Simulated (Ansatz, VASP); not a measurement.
Two plane-wave programs on CdSiN2

The input POSCAR:

```
CdSiN2
1.0
    3.0339884445      0.0000000000      0.0000000000
    0.0000000000      3.0339884445      0.0000000000
    0.0000000000      0.0000000000      5.1102333328
Cd N Si
1 2 1
Direct
    0.0000000000      0.0000000000      0.0000000000
    0.0000000000      0.5000000000      0.3197391373
    0.5000000000      0.0000000000      0.6802608627
    0.5000000000      0.5000000000      0.5000000000
```

INCAR.step1

```
SYSTEM = CdSiN2
ALGO = Normal ; EDIFF = 1E-5
ENCUT = 520 ; GGA = PE
ISIF = 2 ; ISMEAR = 0
LASPH = .TRUE. ; LCHARG = .FALSE.
LREAL = .FALSE. ; LWAVE = .TRUE.
NBANDS = 21 ; NELM = 100
PREC = Accurate ; SIGMA = 0.01
```

Contents of INCAR.step2:

```
SYSTEM = CdSiN2
ALGO = Normal ; EDIFF = 1E-7
ENCUT = 520 ; GGA = PE
HFSCREEN = 0.2079 ; ISIF = 2
ISMEAR = 0 ; ISTART = 1
LASPH = .TRUE. ; LCHARG = .FALSE.
LHFCALC = .TRUE. ; LREAL = .FALSE.
LWAVE = .FALSE. ; NBANDS = 21
NELM = 100 ; PREC = Accurate
PRECFOCK = Normal ; SIGMA = 0.01
```

Contents of KPOINTS:

```
k-points
0
G
  4 4 2
  0 0 0
```

Input for Ansatz:

```yaml
crystal:
  lattice:
    - [3.0339884445, 0.0, 0.0]
    - [0.0, 3.0339884445, 0.0]
    - [0.0, 0.0, 5.1102333328]
  atoms:
    - { symbol: Cd, position: [0.0, 0.0, 0.0] }
    - { symbol: "N", position: [0.0, 0.5, 0.3197391373] }
    - { symbol: Si, position: [0.5, 0.5, 0.5] }
    - { symbol: "N", position: [0.5, 0.0, 0.6802608627] }
kpoints:
  mp_grid: { grid: [4, 4, 2] }
hamiltonian:
  xc: hse06
scf:
  occupations: { method: fixed }
  n_extra_bands: 5
output:
  forces: true
  stress: true
  eigenvalues: true
```

Alike in both runs: task single point; functional HSE06; k mesh 4 × 4 × 2; no spin polarisation.

|  | VASP | Ansatz |
| --- | --- | --- |
| version | VASP 6.6.1 | Ansatz 0.2.0 |
| potentials or method | VASP PAW PBE potentials, release 64 (Cd, N, Si) | plane waves, PAW |
| plane-wave cutoff (eV) | 520 | 420 |
| occupations | gaussian, width 0.01 eV | fixed |
| valence electrons in the cell | 26 | 34 |

```tsv
	VASP	Ansatz	Ansatz less VASP
gap on the k mesh at the Fermi level (eV)	2.44	2.41	-0.035
pressure (GPa)	-0.3	-0.9	-0.60
rms of the force components (eV/Å)	0.025	0.030	+0.0053
```

VASP's potentials hold 26 valence electrons a cell and Ansatz's 34, so a difference there can come from the potentials and not from the codes. Ansatz's warnings: stress exchange threshold loose, stress scf threshold loose.

The k mesh is coarse, so the values compare programs but aren't converged.
